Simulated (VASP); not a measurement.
# Rh in VASP: a series of runs, part 2 of 2

VASP 6.6.1. Earlier steps stand in the parts before.

### Step 3. Single point, LDA

This run uses another cell than the first one, of the same volume but with other edges.

File INCAR:

```
SYSTEM = Rh
ALGO = Fast
EDIFF = 1E-6
ENCUT = 520
ISIF = 2
ISMEAR = 0
LASPH = .True.
LCHARG = .False.
LREAL = .False.
LWAVE = .False.
NBANDS = 38
NELM = 100
PREC = Accurate
SIGMA = 0.15
```

File KPOINTS:

```
k-points
0
Gamma
  18 18 6
  0 0 0
```

File POSCAR:

```
Rh
1.0
    2.6084971536      0.0000000000      0.0000000000
   -1.3042485768      2.2590248007      0.0000000000
    0.0000000000      0.0000000000      8.9849559882
Rh
4
Direct
    0.0000000000      0.0000000000      0.0000000000
    0.3333333333      0.6666666667      0.2500000000
    0.0000000000      0.0000000000      0.5000000000
    0.6666666667      0.3333333333      0.7500000000
```

Potentials or basis: VASP PAW LDA potentials, release 64 (Rh_pv).

On the command line:

```bash
cat potpaw_LDA.64/Rh_pv/POTCAR > POTCAR
mpirun -np 1 vasp_std > vasp.out
```

OUTCAR:

```text
SYSTEM = Rh
   EDIFF = 1E-6
   ENCUT = 520
   ISIF = 2
   ISMEAR = 0
   LASPH = .True.
   LREAL = .False.
   NELM = 100
   PREC = Accurate

 ion  position               nearest neighbor table
   1  0.000  0.000  0.000-   2 2.70   4 2.70   2 2.70   4 2.70   4 2.70   2 2.70
   2  0.333  0.667  0.250-   1 2.70   3 2.70   1 2.70   3 2.70   1 2.70   3 2.70
   3  0.000  0.000  0.500-   2 2.70   4 2.70   2 2.70   4 2.70   4 2.70   2 2.70
   4  0.667  0.333  0.750-   1 2.70   3 2.70   1 2.70   3 2.70   1 2.70   3 2.70

  LATTYP: Found a hexagonal cell.
 ALAT       =     2.6084971536
 C/A-ratio  =     3.4444952243
[... 1186 lines left out ...]
  --------------------------------------------------------------------------------------
  -------------------------------------------------------------------------------------
  Total        3.1777381      3.1777381     -4.0103206      0.0000000     -0.0000000      0.0000000
  in kB       96.1615284     96.1615284   -121.3563090      0.0000000     -0.0000000      0.0000000
  external PRESSURE =      23.6555826 kB  Pullay stress =       0.0000000 kB

 VOLUME and BASIS-vectors are now :
 -----------------------------------------------------------------------------
  energy-cutoff  :      520.00
  volume of cell :       52.95
      direct lattice vectors                 reciprocal lattice vectors
     2.608497154  0.000000000  0.000000000     0.383362504  0.221334445  0.000000000
    -1.304248577  2.259024801  0.000000000     0.000000000  0.442668890  0.000000000
     0.000000000  0.000000000  8.984955988     0.000000000  0.000000000  0.111297151

 POSITION                                       TOTAL-FORCE (eV/Angst)
 -----------------------------------------------------------------------------------
      0.00000      0.00000      0.00000         0.000000      0.000000     -0.000000
     -0.00000      1.50602      2.24624        -0.000000      0.000000     -0.000000
      0.00000      0.00000      4.49248         0.000000      0.000000     -0.000000
      1.30425      0.75301      6.73872         0.000000     -0.000000      0.000000
 -----------------------------------------------------------------------------------
    total drift:                                0.000000     -0.000000      0.000000

  FREE ENERGIE OF THE ION-ELECTRON SYSTEM (eV)
  ---------------------------------------------------
  free  energy   TOTEN  =       -34.5521982903 eV

  energy  without entropy=      -34.4933769524  energy(sigma->0) =      -34.52278762
```

OSZICAR:

```text
N       E                     dE             d eps       ncg     rms          rms(c)
DAV:   1     0.775456649927E+03    0.77546E+03   -0.36379E+04 11472   0.184E+03
DAV:   2    -0.104811751179E+02   -0.78594E+03   -0.76399E+03 11784   0.577E+02
DAV:   3    -0.365085972231E+02   -0.26027E+02   -0.25338E+02 12354   0.115E+02
DAV:   4    -0.367617461884E+02   -0.25315E+00   -0.25295E+00 12436   0.115E+01
DAV:   5    -0.367660009981E+02   -0.42548E-02   -0.42547E-02 12502   0.151E+00    0.236E+01
RMM:   6    -0.346475374477E+02    0.21185E+01   -0.59793E+00 11287   0.162E+01    0.835E+00
RMM:   7    -0.345707427909E+02    0.76795E-01   -0.50075E-01 11547   0.356E+00    0.310E+00
RMM:   8    -0.346115252854E+02   -0.40782E-01   -0.16149E-01 11620   0.285E+00    0.214E+00
RMM:   9    -0.345550211008E+02    0.56504E-01   -0.38115E-02 11522   0.124E+00    0.699E-01
RMM:  10    -0.345521074753E+02    0.29136E-02   -0.10397E-02 12001   0.755E-01    0.702E-02
RMM:  11    -0.345521941365E+02   -0.86661E-04   -0.69312E-04 12232   0.199E-01    0.217E-02
RMM:  12    -0.345521966922E+02   -0.25558E-05   -0.80566E-05 13089   0.710E-02    0.657E-03
RMM:  13    -0.345521981135E+02   -0.14213E-05   -0.18654E-05 13518   0.309E-02    0.403E-03
RMM:  14    -0.345521982903E+02   -0.17685E-06   -0.29696E-06  7642   0.136E-02
   1 F= -.34552198E+02 E0= -.34522788E+02  d E =-.588213E-01
```

stdout:

```text
POSCAR found type information on POSCAR Rh
 POSCAR found :  1 types and       4 ions
 scaLAPACK will be used
 LDA part: xc-table for (Slater(with rela. corr.)+CA(PZ))
 , standard interpolation
 POSCAR, INCAR and KPOINTS ok, starting setup
 FFT: planning ... GRIDC
 FFT: planning ... GRID_SOFT
 FFT: planning ... GRID
 WAVECAR not read
 entering main loop
```

Run time: 3.8 min. Hardware: 1 thread of Oxide Virtual Turin-like, shared host; peak memory 0.27 GiB.

Results:

| Quantity | Value |
| --- | --- |
| Free energy | -34.5522 eV |
| Pressure | 2.4 GPa |
| Band gap on the k mesh | zero (band 30 reaches 13.41 eV, above the bottom of band 31 at 11.19 eV) |

Caveat: the cell differs from its parent crystal (strain +e along x and -e along y +0.0000, strain +e along z and -e/2 along x and y +0.0367).

### Step 4. Single point, LDA

This run uses another cell than the first one, of the same volume but with other edges.

File INCAR:

```
PREC = Accurate ; ENCUT = 520
EDIFF = 1E-6 ; ISMEAR = 0
SIGMA = 0.15 ; LREAL = False
LASPH = True ; NELM = 100
ALGO = Fast ; ISIF = 2
LWAVE = False ; LCHARG = False
NBANDS = 38
```

File KPOINTS:

```
regular mesh
0
Gamma
  18 18 6
```

File POSCAR:

```
Rh
1.0
    2.5597364723      0.0000000000      0.0000000000
   -1.2798682361      2.3857087667      0.0000000000
    0.0000000000      0.0000000000      8.6668814394
Rh
4
Direct
    0.0000000000      0.0000000000      0.0000000000
    0.3333333333      0.6666666667      0.2500000000
    0.0000000000      0.0000000000      0.5000000000
    0.6666666667      0.3333333333      0.7500000000
```

On the command line:

```bash
cat potpaw_LDA.64/Rh_pv/POTCAR > POTCAR
mpirun -np 1 vasp_std > vasp.out
```

Run time: 7.7 min. Hardware: 1 thread of Oxide Virtual Turin-like, shared host; peak memory 0.5 GiB.

Results (log left out):

- Free energy: -34.5102 eV
- Pressure: 2.7 GPa
- Largest force: 0.164 eV/Å
- Band gap on the k mesh: zero (band 30 reaches 13.20 eV, above the bottom of band 31 at 11.18 eV)

Forces on the atoms (eV/Å):
```
Rh   0.000  0.000  0.000
Rh   0.000 -0.164  0.000
Rh   0.000  0.000  0.000
Rh   0.000  0.164  0.000
```

Stress tensor (GPa, compression positive):
```
 17.92   0.00   0.00
  0.00 -10.88   0.00
  0.00   0.00   1.05
```

Levels at points of the mesh, in eV from the Fermi level:
| k point | band 28 | band 29 | band 30 | band 31 | band 32 | band 33 |
| --- | --- | --- | --- | --- | --- | --- |
| (0.00, 0.00, 0.00) | -1.74 | -1.29 | -1.07 | -0.75 | -0.52 | -0.17 |
| (0.50, 0.00, 0.00) | 0.69 | 0.71 | 0.74 | 1.02 | 1.20 | 1.46 |
| (0.00, 0.50, 0.00) | 0.60 | 0.64 | 0.73 | 0.79 | 0.90 | 0.95 |
| (0.00, 0.00, 0.50) | -1.41 | -1.25 | -1.25 | -0.96 | -0.96 | -0.05 |
| (0.50, 0.00, 0.50) | -0.22 | 0.65 | 0.65 | 0.88 | 0.88 | 3.20 |
| (0.00, 0.50, 0.50) | 0.09 | 0.53 | 0.53 | 0.78 | 0.78 | 2.62 |

Caveat: the cell differs from its parent crystal (strain +e along x and -e along y -0.0367, strain +e along z and -e/2 along x and y +0.0000).

### Step 5. Overview

| cell | gap on the mesh (eV) | pressure (GPa) | largest force (eV/Å) |
| --- | --- | --- | --- |
| a = 2.608, b = 2.756, c = 8.349 Å, angles 90.0, 90.0, 118.2°, 4 atoms | none | 4.0 | 0.22 |
| a = 2.608, b = 2.608, c = 8.985 Å, angles 90.0, 90.0, 120.0°, 4 atoms | none | 2.4 | - |
| a = 2.560, b = 2.707, c = 8.667 Å, angles 90.0, 90.0, 118.2°, 4 atoms | none | 2.7 | 0.16 |

Alike in all rows: task single point; level LDA; potentials or basis VASP PAW LDA potentials, release 64 (Rh_pv); no spin polarisation; k mesh 18 × 18 × 6; cutoff (eV) 520; smearing gaussian 0.15 eV.

Total energies depend on the potentials used, so only differences within one code and one set of settings carry meaning.
